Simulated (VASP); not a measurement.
# SiH10C20 in VASP: a series of runs, part 2 of 2

VASP 6.6.1. Earlier steps stand in the parts before.

**3. Single point, PBE, collinear spin, zero start**

File INCAR:

```
PREC = Accurate
ENCUT = 520
EDIFF = 1E-7
ISMEAR = 0
SIGMA = 0.02
LREAL = Auto
LASPH = T
NELM = 150
ALGO = Normal
ISIF = 2
LWAVE = F
LCHARG = T
ISPIN = 2
MAGMOM = 0 0 0 0 0 0 0 0 0 0 0 0 0 0 0 0 0 0 0 0 0 0 0 0 0 0 0 0 0 0 0
LORBIT = 11
GGA = PE
LELF = T
LVHAR = T
NBANDS = 72
```

File KPOINTS:

```
regular mesh
0
Gamma
  2 2 1
```

File POSCAR:

```
SiH10C20
1.0
    5.0487420000      0.0000000000      0.0000000000
    0.0000000000      5.0487420000      0.0000000000
    0.0000000000      0.0000000000     15.8355610000
H C Si
10 20 1
Direct
    0.4277867635      0.0000000000      0.0631490100
    0.0722132365      0.0000000000      0.0631490100
    0.9277867635      0.0000000000      0.0631490100
    0.5722132365      0.0000000000      0.0631490100
    0.4277867635      0.5000000000      0.0631490100
    0.0722132365      0.5000000000      0.0631490100
    0.9277867635      0.5000000000      0.0631490100
    0.5722132365      0.5000000000      0.0631490100
    0.2519916843      0.5017144865      0.3881895311
    0.7509615267      0.5014276824      0.3885043290
    0.2500000990      0.0000000000      0.1032296867
    0.7500000990      0.0000000000      0.1032296867
    0.2500000990      0.5000000000      0.1032296867
    0.7500000990      0.5000000000      0.1032296867
    0.2500000990      0.2500000990      0.1595901781
    0.7500000990      0.2500000990      0.1595901781
    0.2500000990      0.7500000990      0.1595901781
    0.7500000990      0.7500000990      0.1595901781
    0.0021015136      0.2480166346      0.2127277966
    0.5005751928      0.2507802934      0.2110265623
    0.0017101290      0.7489847966      0.2211837648
    0.5007595952      0.7509979714      0.2199879752
    0.0076258601      0.0132573619      0.2759040870
    0.5020787357      0.0182059214      0.2713528747
    0.0030261004      0.4808578058      0.2735956118
    0.5004852694      0.4831054944      0.2729685421
    0.2632798428      0.0858845629      0.3270252314
    0.7517161701      0.0829511589      0.3241798001
    0.2535213723      0.4091359788      0.3253505828
    0.7507896026      0.4136612645      0.3237082665
    0.6656159099     -0.0465262436      0.4314607484
```

Potentials or basis: VASP PAW PBE potentials, release 64 (H, C, Si).

On the command line:

```bash
$ cat potpaw_PBE.64/H/POTCAR potpaw_PBE.64/C/POTCAR potpaw_PBE.64/Si/POTCAR > POTCAR
$ mpirun -np 1 vasp_std > vasp.out
```

OUTCAR:

```text
PREC = Accurate
   ENCUT = 520
   EDIFF = 1E-7
   ISMEAR = 0
   LREAL = Auto
   LASPH = T
   NELM = 150
   ISIF = 2
   ISPIN = 2
   LORBIT = 11
   GGA = PE

 ion  position               nearest neighbor table
   1  0.428  0.000  0.063-   4 0.73  11 1.10
   2  0.072  0.000  0.063-   3 0.73  11 1.10
   3  0.928  0.000  0.063-   2 0.73  12 1.10
   4  0.572  0.000  0.063-   1 0.73  12 1.10
   5  0.428  0.500  0.063-   8 0.73  13 1.10
   6  0.072  0.500  0.063-   7 0.73  13 1.10
   7  0.928  0.500  0.063-   6 0.73  14 1.10
   8  0.572  0.500  0.063-   5 0.73  14 1.10
   9  0.252  0.502  0.388-  29 1.10
  10  0.751  0.501  0.389-  30 1.12
  11  0.250  0.000  0.103-   1 1.10   2 1.10  17 1.55  15 1.55
  12  0.750  0.000  0.103-   3 1.10   4 1.10  18 1.55  16 1.55
  13  0.250  0.500  0.103-   5 1.10   6 1.10  15 1.55  17 1.55
  14  0.750  0.500  0.103-   7 1.10   8 1.10  16 1.55  18 1.55
  15  0.250  0.250  0.160-  20 1.50  19 1.51  13 1.55  11 1.55
  16  0.750  0.250  0.160-  20 1.50  19 1.53  14 1.55  12 1.55
[... 8 lines left out ...]
  25  0.003  0.481  0.274-  19 1.52  30 1.54  29 1.55  21 1.59
  26  0.500  0.483  0.273-  20 1.53  30 1.54  29 1.54  22 1.59
  27  0.263  0.086  0.327-  24 1.53  23 1.57  29 1.63
  28  0.752  0.083  0.324-  23 1.54  24 1.55  30 1.67  31 1.87
  29  0.254  0.409  0.325-   9 1.10  26 1.54  25 1.55  27 1.63
  30  0.751  0.414  0.324-  10 1.12  26 1.54  25 1.54  28 1.67
  31  0.666  0.953  0.431-  28 1.87

  LATTYP: Found a simple tetragonal cell.
 ALAT       =     5.0487420000
 C/A-ratio  =     3.1365359925

  Lattice vectors:

 A1 = (   5.0487420000,   0.0000000000,   0.0000000000)
 A2 = (   0.0000000000,   5.0487420000,   0.0000000000)
 A3 = (   0.0000000000,   0.0000000000,  15.8355610000)

Analysis of symmetry for initial positions (statically):
=====================================================================
 Subroutine PRICEL returns:
 Original cell was already a primitive cell.

 Routine SETGRP: Setting up the symmetry group for a
 simple tetragonal supercell.

 Subroutine GETGRP returns: Found  1 space group operations
 (whereof  1 operations were pure point group operations)
 out of a pool of 16 trial point group operations.

The static configuration has the point symmetry C_1 .

Analysis of symmetry for dynamics (positions and initial velocities):
=====================================================================
 Subroutine PRICEL returns:
 Original cell was already a primitive cell.

 Routine SETGRP: Setting up the symmetry group for a
 simple tetragonal supercell.

 Subroutine GETGRP returns: Found  1 space group operations
 (whereof  1 operations were pure point group operations)
 out of a pool of 16 trial point group operations.

The dynamic configuration has the point symmetry C_1 .

Analysis of structural, dynamic, and magnetic symmetry:
=====================================================================
 Subroutine PRICEL returns:
 Original cell was already a primitive cell.

 Routine SETGRP: Setting up the symmetry group for a
 simple tetragonal supercell.

 Subroutine GETGRP returns: Found  1 space group operations
 (whereof  1 operations were pure point group operations)
 out of a pool of 16 trial point group operations.

[... 147 lines left out ...]
   PSTRESS=    0.0 pullay stress
   NELECT =      94.0000    total number of electrons
   NUPDOWN=      -1.0000    fix difference up-down
   EMIN   =  10.00;   EMAX   =-10.00  energy-range for DOS
   EFERMI =   0.00;   METHOD = LEGACY
   ISMEAR =     0;   SIGMA  =   0.02  broadening in eV -4-tet -1-fermi 0-gaus
   EFERMI_NEDOS =   21; number of points for ismear=-14 and -15
   IALGO  =     38    algorithm
   IMIX   =      4    mixing-type and parameters
     AMIX     =   0.40;   BMIX     =  1.00
     AMIX_MAG =   1.60;   BMIX_MAG =  1.00
  volume/ion in A,a.u.               =      13.02        87.87
  Fermi-wavevector in a.u.,A,eV,Ry     =   1.007204  1.903340 13.802569  1.014460
  Thomas-Fermi vector in A             =   2.139994
   LORBIT       =     11    0 simple, 1 ext, 2 COOP (PROOUT), +10 PAW based schemes
   GGA     = PE    functional components
   LHFCALC =     F    Hartree Fock is set to
   AEXX    =    0.0000 exact exchange contribution
   IVDW    =     0    specifies the selected vdW correction
   LEPSILON=     F    determine dielectric tensor
   LRPA    =     F    only Hartree local field effects (RPA)
 spin polarized calculation
 Gauss-broadening in eV      SIGMA  =   0.02
  energy-cutoff  :      520.00
  volume of cell :      403.65
 maximum number of plane-waves:     10887
 NGX is ok and might be reduce to    40
   NGX = 19   NGY = 19   NGZ = 59

 number of electron      94.0000009 magnetization      -0.0001539

 number of electron      94.0000009 magnetization       0.0008238

 Free energy of the ion-electron system (eV)
  ---------------------------------------------------
  ext. energy  EPLUGINS =         0.00000000
  ---------------------------------------------------
  free energy    TOTEN  =      -203.53218116 eV

  energy without entropy =     -203.52958444  energy(sigma->0) =     -203.53088280

 E-fermi :   1.3917     XC(G=0):  -6.0158

 val. band max:        1.3742035779   @ k =   0.0000   0.5000   0.0000
 cond. band min:       1.4094587890   @ k =   0.5000   0.5000   0.0000
 fundamental gap:      0.0352552112
 Fermi energy:         1.3917388233

 spin component 1

 k-point     1 :       0.0000    0.0000    0.0000
  band No.  band energies     occupation
      1     -19.6799      1.00000
      2     -17.4808      1.00000
      3     -15.4746      1.00000
      4     -15.1503      1.00000
      5     -15.1266      1.00000
      6     -15.1218      1.00000
[... 237 lines left out ...]
     58       6.8785      0.00000
     59       6.9738      0.00000
 Fermi energy:         1.3917388233

 spin component 2

 k-point     1 :       0.0000    0.0000    0.0000
  band No.  band energies     occupation
      1     -19.6799      1.00000
      2     -17.4807      1.00000
      3     -15.4746      1.00000
      4     -15.1502      1.00000
      5     -15.1265      1.00000
      6     -15.1217      1.00000
[... 237 lines left out ...]
     58       6.8814      0.00000
     59       6.9771      0.00000
 [bands above 59 left out]

------------------------ aborting loop because EDIFF is reached ----------------------------------------

  FORCE on cell =-STRESS in cart. coord.  units (eV):
  Direction    XX          YY          ZZ          XY          YZ          ZX
  --------------------------------------------------------------------------------------
  -------------------------------------------------------------------------------------
  Total       68.9682523     -6.8490103     -4.5966083      1.4883092      0.4545988     -4.4651378
  in kB      273.7536972    -27.1855792    -18.2451848      5.9075030      1.8044258    -17.7233428
  external PRESSURE =      76.1076444 kB  Pullay stress =       0.0000000 kB

 VOLUME and BASIS-vectors are now :
 -----------------------------------------------------------------------------
  energy-cutoff  :      520.00
  volume of cell :      403.65
      direct lattice vectors                 reciprocal lattice vectors
     5.048742000  0.000000000  0.000000000     0.198069143  0.000000000  0.000000000
     0.000000000  5.048742000  0.000000000     0.000000000  0.198069143  0.000000000
     0.000000000  0.000000000 15.835561000     0.000000000  0.000000000  0.063149010

 POSITION                                       TOTAL-FORCE (eV/Angst)
 -----------------------------------------------------------------------------------
      2.15978      0.00000      1.00000        -8.904699     -0.057889      0.028396
      0.36459      0.00000      1.00000         8.900796     -0.038120      0.022906
      4.68416      0.00000      1.00000        -8.904433     -0.047392      0.022469
      2.88896      0.00000      1.00000         8.898733     -0.050124      0.026090
      2.15978      2.52437      1.00000        -8.917273      0.031615      0.037756
      0.36459      2.52437      1.00000         8.899615      0.064563      0.017557
[... 23 lines left out ...]
      3.79054      2.08847      5.12610         0.013792     -0.031771      0.006980
      3.36052      4.81384      6.83242        -1.357013      0.140245     -0.154214
 -----------------------------------------------------------------------------------
    total drift:                               -0.027447     -0.005932      0.007418

  FREE ENERGIE OF THE ION-ELECTRON SYSTEM (eV)
  ---------------------------------------------------
  free  energy   TOTEN  =      -203.5321811602 eV

  energy  without entropy=     -203.5295844371  energy(sigma->0) =     -203.53088280

 total charge

# of ion       s       p       d       tot
------------------------------------------
    1        0.742   0.102   0.000   0.844
    2        0.742   0.102   0.000   0.844
    3        0.742   0.102   0.000   0.844
    4        0.742   0.102   0.000   0.844
    5        0.742   0.102   0.000   0.844
    6        0.742   0.102   0.000   0.844
[... 23 lines left out ...]
   30        0.839   1.683   0.000   2.522
   31        0.914   0.641   0.000   1.555
--------------------------------------------------
tot         24.849  36.190   0.000  61.039

 magnetization (x)

# of ion       s       p       d       tot
------------------------------------------
    1        0.000   0.000   0.000   0.000
    2        0.000   0.000   0.000   0.000
    3        0.000   0.000   0.000   0.000
    4        0.000   0.000   0.000   0.000
    5        0.000   0.000   0.000   0.000
    6        0.000   0.000   0.000   0.000
[... 23 lines left out ...]
   30        0.000   0.000   0.000   0.000
   31       -0.000   0.000   0.000   0.000
--------------------------------------------------
tot          0.000   0.002   0.000   0.002
```

It took 6.6 min on 1 thread of AMD EPYC 9R45 (Zen 5), shared host; peak memory 0.63 GiB.

What came out:

```yaml
Free_energy: -203.5322 eV
Largest_force: 8.917 eV/Å
Band_gap_on_the_k_mesh: 0.04 eV (least direct gap 0.07 eV)
Net_moment: 0.00 μB per cell
Valence_electrons_inside_the_program's_atomic_spheres: H 0.84, 0.69, 0.68 (each value once); C 2.68, 2.60, 2.59, 2.51, 2.62, 2.66, 2.47, 2.48, 2.52, 2.57, 2.56, 2.40, 2.54 (each value once); Si 1.55
```

Forces in eV/Å, atoms in the order of the input:
```
H   -8.905 -0.058  0.028
H    8.901 -0.038  0.023
H   -8.904 -0.047  0.022
H    8.899 -0.050  0.026
H   -8.917  0.032  0.038
H    8.900  0.065  0.018
H   -8.907  0.060  0.003
H    8.905  0.034  0.052
H    0.033  0.021  0.031
H    0.015  0.011  0.015
C   -0.048 -0.139  1.072
C    0.070 -0.135  1.081
C   -0.102  0.160  1.048
C    0.203  0.161  1.064
C    0.043  0.008 -2.832
C    0.354 -0.086 -2.705
C    0.076 -0.042  0.478
C    0.163  0.007  0.545
C    0.021 -0.032  0.030
C    0.006  0.021 -0.062
C    0.013 -0.017  0.040
C    0.018  0.010 -0.015
C    0.075 -0.061  0.120
C    0.095  0.009 -0.115
C    0.032  0.005  0.019
C    0.025  0.048 -0.016
C    0.208 -0.047  0.116
C    0.025 -0.003 -0.010
C    0.048 -0.005  0.035
C    0.014 -0.032  0.007
Si  -1.357  0.140 -0.154
```

Levels at points of the mesh, in eV from the valence-band top:
Spin up:
| k point | band 45 | band 46 | band 47 | band 48 | band 49 | band 50 |
| --- | --- | --- | --- | --- | --- | --- |
| (0.00, 0.00, 0.00) | -0.70 | -0.55 | -0.02 | 0.42 | 1.17 | 2.12 |
| (0.50, 0.00, 0.00) | -2.22 | -1.99 | -0.93 | 0.43 | 1.26 | 3.34 |
| (0.00, 0.50, 0.00) | -0.57 | -0.24 | 0.00 | 0.07 | 1.30 | 3.08 |
| (0.50, 0.50, 0.00) | -2.63 | -1.96 | -0.87 | 0.04 | 1.60 | 3.65 |
Spin down:
| k point | band 44 | band 45 | band 46 | band 47 | band 48 | band 49 | band 50 | band 51 |
| --- | --- | --- | --- | --- | --- | --- | --- | --- |
| (0.00, 0.00, 0.00) | -2.37 | -0.70 | -0.55 | -0.02 | 0.42 | 1.17 | 2.12 | 3.15 |
| (0.50, 0.00, 0.00) | -2.25 | -2.22 | -1.99 | -0.93 | 0.43 | 1.26 | 3.34 | 3.38 |
| (0.00, 0.50, 0.00) | -2.23 | -0.57 | -0.24 | 0.00 | 0.07 | 1.30 | 3.08 | 3.11 |
| (0.50, 0.50, 0.00) | -2.76 | -2.63 | -1.96 | -0.87 | 0.04 | 1.60 | 3.65 | 3.98 |

Caveat: the k points lie up to 0.62 Å⁻¹ apart; there is no dipole correction, which matters where the two faces differ.
